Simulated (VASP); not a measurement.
Write the native input for VASP 6.6.1 that does the following.

* Task: single point
* Functional: r2SCAN
* Potentials or basis: VASP PAW PBE potentials, release 64 (Si, W_sv)
* Cutoff: 520 eV
* k mesh: 12 × 12 × 6
* Occupations: gaussian, width 0.1 eV
* Spin: no spin polarisation
* Dipole correction: no
* Further INCAR settings: ALGO = Normal; EDIFF = 1e-06; NBANDS = 31

Crystal: Si2W.

```
Si W
1.0
     3.06678    0.00000    0.00000
     0.00000    3.06678    0.00000
     0.00000    0.00000    8.01534
Si W
4 2
Direct
  0.00000 0.00000 0.33395
  0.50000 0.50000 0.16605
  0.50000 0.50000 0.83395
  0.00000 0.00000 0.66605
  0.00000 0.00000 0.00000
  0.50000 0.50000 0.50000
```

This cell differs from its parent crystal: biaxial strain in the a-b plane: -4.5 %.

These files were run (other wordings do the same):

POSCAR

```
Si2W
1.0
    3.0667849129      0.0000000000      0.0000000000
    0.0000000000      3.0667849129      0.0000000000
    0.0000000000      0.0000000000      8.0153408340
Si W
4 2
Direct
    0.0000000000      0.0000000000      0.3339543280
    0.5000000000      0.5000000000      0.1660456720
    0.5000000000      0.5000000000      0.8339543280
    0.0000000000      0.0000000000      0.6660456720
    0.0000000000      0.0000000000      0.0000000000
    0.5000000000      0.5000000000      0.5000000000
```

INCAR.step1

```
SYSTEM = Si2W
PREC = Accurate
ENCUT = 520
ISMEAR = 0
SIGMA = 0.1
LREAL = .FALSE.
LASPH = .TRUE.
NELM = 60
NBANDS = 31
GGA = PE
ALGO = Normal
EDIFF = 1E-4
LWAVE = .TRUE.
LCHARG = .FALSE.
```

INCAR.step2

```
SYSTEM = Si2W
PREC = Accurate
ENCUT = 520
EDIFF = 1E-6
ISMEAR = 0
SIGMA = 0.1
LREAL = .FALSE.
LASPH = .TRUE.
NELM = 60
ALGO = Normal
ISIF = 2
LWAVE = .FALSE.
LCHARG = .FALSE.
METAGGA = R2SCAN
LMIXTAU = .TRUE.
NBANDS = 31
ISTART = 1
```

KPOINTS

```
regular mesh
0
G
  12 12 6
  0 0 0
```

Potentials or basis: VASP PAW PBE potentials, release 64 (Si, W_sv).

Command:

```bash
$ cat potpaw_PBE.64/Si/POTCAR potpaw_PBE.64/W_sv/POTCAR > POTCAR
$ cp INCAR.step1 INCAR
$ mpirun -np 1 vasp_std > vasp.out
$ cp INCAR.step2 INCAR
$ mpirun -np 1 vasp_std > vasp.out
```

It gave:

| Property | Result |
| --- | --- |
| Pressure | 17.2 GPa |
| Largest force | 0.052 eV/Å |
| Band gap on the k mesh | zero (band 22 reaches 14.24 eV, above the bottom of band 23 at 12.80 eV) |

Caveat: the cell differs from its parent crystal (biaxial strain in the a-b plane: -4.5 %); the PAW data sets were made with another functional, which shifts forces and pressure a little; spin-orbit coupling is left out, which moves the levels of the heavy elements.

It took 5 min on 1 thread of Intel(R) Xeon(R) 6975P-C (Granite Rapids), with other jobs on the host, peak memory 0.34 GiB.
